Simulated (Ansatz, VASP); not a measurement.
**Two plane-wave programs on TiTe2**

INCAR

```
PREC = Accurate
ENCUT = 520
EDIFF = 1E-6
ISMEAR = 0
SIGMA = 0.1
LREAL = False
LASPH = True
NELM = 100
ALGO = Normal
ISIF = 2
LWAVE = False
LCHARG = True
GGA = PE
LELF = True
LVHAR = True
NBANDS = 19
```

Contents of KPOINTS:

```
Automatic mesh
0
Gamma
  6 4 4
```

File POSCAR:

```
TiTe2
1.0
    2.7080903400      0.0000000000      0.0000000000
    0.0000000000      6.2697143200      0.0000000000
   -0.3147875900      0.0000000000      4.7792469300
Ti Te
1 2
Direct
    0.5000000000      0.0000000000      0.5000000000
    0.0000000000      0.5000000000      0.0000000000
    0.0000000000      0.0000000000      0.0000000000
```

Input for Ansatz:

```yaml
crystal:
  lattice:
    - [2.70809034, 0.0, 0.0]
    - [0.0, 6.26971432, 0.0]
    - [-0.31478759, 0.0, 4.77924693]
  atoms:
    - { symbol: Ti, position: [0.5, 0.0, 0.5] }
    - { symbol: Te, position: [0.0, 0.5, 0.0] }
    - { symbol: Te, position: [0.0, 0.0, 0.0] }
basis:
  ecutwfc: 420
kpoints:
  mp_grid: { grid: [6, 4, 4] }
hamiltonian:
  xc: pbe
scf:
  occupations: { method: gaussian, width: 0.1 }
  lower_state_search: "off"
output:
  forces: true
  stress: true
  eigenvalues: true
```

Alike in both runs: task single point; functional PBE; k mesh 6 × 4 × 4; occupations gaussian, width 0.1 eV; no spin polarisation.

|  | VASP | Ansatz |
| --- | --- | --- |
| version | VASP 6.6.1 | Ansatz 0.2.0 |
| potentials or method | VASP PAW PBE potentials, release 64 (Ti_sv, Te), cutoff 520 eV | scalar-relativistic, plane waves, PAW |
| valence electrons in the cell | 24 | 44 |

Ansatz gave:

| Property | Result |
| --- | --- |
| gap on the k mesh at the Fermi level (eV) | none |
| pressure (GPa) | 12.8 |
| traceless stress, the component that is largest in VASP (GPa) | 16.55 |

Problem. Estimate VASP's values.

Solution. gap on the k mesh at the Fermi level (eV): none; pressure (GPa): 12.9; traceless stress, the component that is largest in VASP (GPa): 16.63.

A gap of «none» marks a metal or a gap that the smearing closes. VASP's potentials hold 24 valence electrons a cell and Ansatz's 44, so a difference there can come from the potentials and not from the codes.

The k mesh is coarse, so the values compare programs but aren't converged. Spin-orbit coupling is off throughout.
